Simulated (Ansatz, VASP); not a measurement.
# ZnO in VASP and in Ansatz

Contents of INCAR:

```
ALGO     = Normal         # electronic algorithm
EDIFF    = 1E-6           # SCF threshold, eV
ENCUT    = 520            # plane-wave cutoff, eV
GGA      = CA             # functional
ISIF     = 2              # what is computed and relaxed
ISMEAR   = -1             # smearing method
LASPH    = True           # aspherical terms in the spheres
LCHARG   = False          # write CHGCAR
LREAL    = False          # projectors in reciprocal space
LWAVE    = False          # write WAVECAR
NBANDS   = 16             # bands
NELM     = 80             # most SCF steps
PREC     = Accurate       # precision mode
SIGMA    = 0.02           # smearing width, eV
```

File KPOINTS:

```
k-points
0
Gamma
  10 10 10
```

POSCAR

```
ZnO
1.0
    2.6461709597      0.0000000000      0.0000000000
    0.0000000000      2.6461709597      0.0000000000
    0.0000000000      0.0000000000      2.6461709597
Zn O
1 1
Direct
    0.0000000000      0.0000000000      0.0000000000
    0.5000000000      0.5000000000      0.5000000000
```

Input for Ansatz:

```yaml
crystal:
  lattice:
    - [2.6461709597, 0.0, 0.0]
    - [0.0, 2.6461709597, 0.0]
    - [0.0, 0.0, 2.6461709597]
  atoms:
    - { symbol: Zn, position: [0.0, 0.0, 0.0] }
    - { symbol: O, position: [0.5, 0.5, 0.5] }
kpoints:
  mp_grid: { grid: [10, 10, 10] }
  band_path:
    path: [[0.0, 0.0, 0.0], [0.0, 0.5, 0.0], [0.5, 0.5, 0.0], [0.5, 0.5, 0.5]]
    npoints: 1
hamiltonian:
  xc: lda
scf:
  occupations: { method: fermi_dirac, width: 0.02 }
  n_extra_bands: 4
output:
  forces: true
  stress: true
  eigenvalues: true
  write_density: true
  write_potential: true
  elf: true
  volumetric_format: npy
```

Alike in both runs: task single point; functional LDA; k mesh 10 × 10 × 10; occupations fermi-dirac, width 0.02 eV; no spin polarisation.

|  | VASP | Ansatz |
| --- | --- | --- |
| version | VASP 6.6.1 | Ansatz 0.2.0 |
| potentials or method | VASP PAW LDA potentials, release 64 (Zn, O) | plane waves, PAW |
| plane-wave cutoff (eV) | 520 | 420 |
| valence electrons in the cell | 18 | 18 |

Ansatz gave:

* pressure (GPa): -7.4

**Question.** Which values does VASP return?

**Answer.** Pressure (GPa): -6.0.

LDA's correlation is that of Perdew and Zunger in VASP and of Perdew and Wang (1992) in Ansatz.
